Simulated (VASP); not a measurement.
The system is CdS (Hawleyite).

```xyz
2
Lattice="0.0000 2.8771 2.8771 2.8771 0.0000 2.8771 2.8771 2.8771 0.0000" Properties=species:S:1:pos:R:3 pbc="T T T"
Cd    0.0000    0.0000    0.0000
S     4.3156    4.3156    4.3156
```

Base run:

| Quantity | Value |
| --- | --- |
| Program | VASP 6.6.1 |
| Functional | RPBE |
| Potentials or basis | VASP PAW PBE potentials, release 64 (Cd, S) |
| Cutoff | 520 eV |
| k mesh | 8 × 8 × 8 |
| Occupations | fermi-dirac, width 0.05 eV |
| Spin | no spin polarisation |

Its results: band gap on the k mesh 1.42 eV, direct; pressure 8.6 GPa.

After a change of settings the same cell gave: band gap on the k mesh 1.09 eV, direct; pressure 2.9 GPa. Which change was it?
A. functional from RPBE to revPBE; dispersion from none to D3(BJ)
B. functional from RPBE to r2SCAN; further incar settings from ALGO = Normal; EDIFF = 1e-06; NBANDS = 16 to ALGO = Normal; EDIFF = 1e-07; NBANDS = 16
C. functional from RPBE to PBEsol
D. functional from RPBE to LDA; potentials or basis from VASP PAW PBE potentials, release 64 (Cd, S) to VASP PAW LDA potentials, release 64 (Cd, S)

C.

PBEsol binds more tightly than RPBE, so the same cell stands under less pressure.

Caveats: the PAW data sets were made with another functional, which shifts forces and pressure a little.
